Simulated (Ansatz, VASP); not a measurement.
**SnSe2: VASP beside Ansatz**

INCAR

```
PREC = Accurate ; ENCUT = 520
EDIFF = 1E-6 ; ISMEAR = 0
SIGMA = 0.05 ; LREAL = F
LASPH = T ; NELM = 100
ALGO = Normal ; ISIF = 2
LWAVE = F ; LCHARG = T
GGA = PE ; LELF = T
LVHAR = T ; NBANDS = 20
```

Contents of KPOINTS:

```
Automatic mesh
0
Gamma
  12 12 6
```

Contents of POSCAR:

```
SnSe2
1.0
    3.8109987816      0.0000000000      0.0000000000
   -1.9054993908      3.3004217586      0.0000000000
    0.0000000000      0.0000000000      6.2290550000
Sn Se
1 2
Direct
    0.0000000000      0.0000000000      0.0000000000
    0.3333333333      0.6666666667      0.2500000000
    0.6666666667      0.3333333333      0.7500000000
```

Input for Ansatz:

```yaml
crystal:
  lattice:
    - [3.8109987816, 0.0, 0.0]
    - [-1.9054993908, 3.3004217586, 0.0]
    - [0.0, 0.0, 6.229055]
  atoms:
    - { symbol: Sn, position: [0.0, 0.0, 0.0] }
    - { symbol: Se, position: [0.3333333333, 0.6666666667, 0.25] }
    - { symbol: Se, position: [0.6666666667, 0.3333333333, 0.75] }
basis:
  ecutwfc: 420
kpoints:
  mp_grid: { grid: [12, 12, 6] }
hamiltonian:
  xc: pbe
scf:
  occupations: { method: gaussian, width: 0.05 }
output:
  forces: true
  stress: true
  eigenvalues: true
```

Change from the starting cell: strain +0.000 along x and y, +0.015 along z, atoms carried along.

Alike in both runs: task single point; functional PBE; k mesh 12 × 12 × 6; occupations gaussian, width 0.05 eV; no spin polarisation.

|  | VASP | Ansatz |
| --- | --- | --- |
| version | VASP 6.6.1 | Ansatz 0.2.0 |
| potentials or method | VASP PAW PBE potentials, release 64 (Sn_d, Se), cutoff 520 eV | scalar-relativistic, plane waves, PAW |
| valence electrons in the cell | 26 | 46 |

Ansatz gave:

| Quantity | Value |
| --- | --- |
| gap on the k mesh at the Fermi level (eV) | 0.74 |
| least direct gap on the mesh (eV) | 1.21 |
| pressure (GPa) | 4.1 |
| traceless stress, the component that is largest in VASP (GPa) | 0.35 |
| rms of the force components (eV/Å) | 0.234 |

**Question.** What did VASP give for the same quantities?

**Answer.** gap on the k mesh at the Fermi level (eV): 0.73; least direct gap on the mesh (eV): 1.20; pressure (GPa): 4.2; traceless stress, the component that is largest in VASP (GPa): 0.36; rms of the force components (eV/Å): 0.241.

Atom by atom the forces differ by 0.007 eV/Å (rms over components). VASP's potentials hold 26 valence electrons a cell and Ansatz's 46, so a difference there can come from the potentials and not from the codes.
